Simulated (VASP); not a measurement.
The system is Ag2O.

```xyz
6
Lattice="4.7180 0.0000 0.0000 0.0000 4.7180 0.0000 0.0000 0.0000 4.7180" Properties=species:S:1:pos:R:3 pbc="T T T"
Ag    1.1795    1.1795    1.1795
Ag    1.1795    3.5385    3.5385
Ag    3.5385    3.5385    1.1795
Ag    3.5385    1.1795    3.5385
O     0.0000    0.0000    0.0000
O     2.3590    2.3590    2.3590
```

- Program: VASP 6.6.1
- Task: relaxation of cell and atoms
- Functional: PBE
- Potentials or basis: VASP PAW PBE potentials, release 64 (Ag, O)
- Cutoff: 600 eV
- k mesh: 6 × 6 × 6
- Occupations: fermi-dirac, width 0.02 eV
- Spin: no spin polarisation

At the start: pressure 4.7 GPa; volume 17.50 Å³/atom.

Question: How do energy, volume and symmetry change on relaxing?

Answer: Over 3 steps the energy falls by 14.2 meV/atom and the volume is 18.53 Å³/atom (+5.9 %); space group Pn-3m (No. 224, to 0.1 Å) before and after.

Step by step:
| step | energy change (eV) | largest force (eV/Å) | pressure (GPa) | volume (Å³) |
| --- | --- | --- | --- | --- |
| 1 | 0.0000 | 0.0000 | 4.68 | 105.02 |
| 2 | -0.0793 | 0.0000 | -1.06 | 112.98 |
| 3 | -0.0852 | 0.0000 | 0.01 | 111.20 |

Final structure:
```cif
data_structure
_symmetry_space_group_name_H-M 'P 1'
_symmetry_Int_Tables_number 1
_cell_length_a 4.8088
_cell_length_b 4.8088
_cell_length_c 4.8088
_cell_angle_alpha 90.000
_cell_angle_beta 90.000
_cell_angle_gamma 90.000
_cell_volume 111.20
loop_
_atom_site_label
_atom_site_type_symbol
_atom_site_fract_x
_atom_site_fract_y
_atom_site_fract_z
_atom_site_occupancy
Ag1 Ag 0.25000 0.25000 0.25000 1
Ag2 Ag 0.25000 0.75000 0.75000 1
Ag3 Ag 0.75000 0.75000 0.25000 1
Ag4 Ag 0.75000 0.25000 0.75000 1
O1 O 0.00000 0.00000 0.00000 1
O2 O 0.50000 0.50000 0.50000 1
```
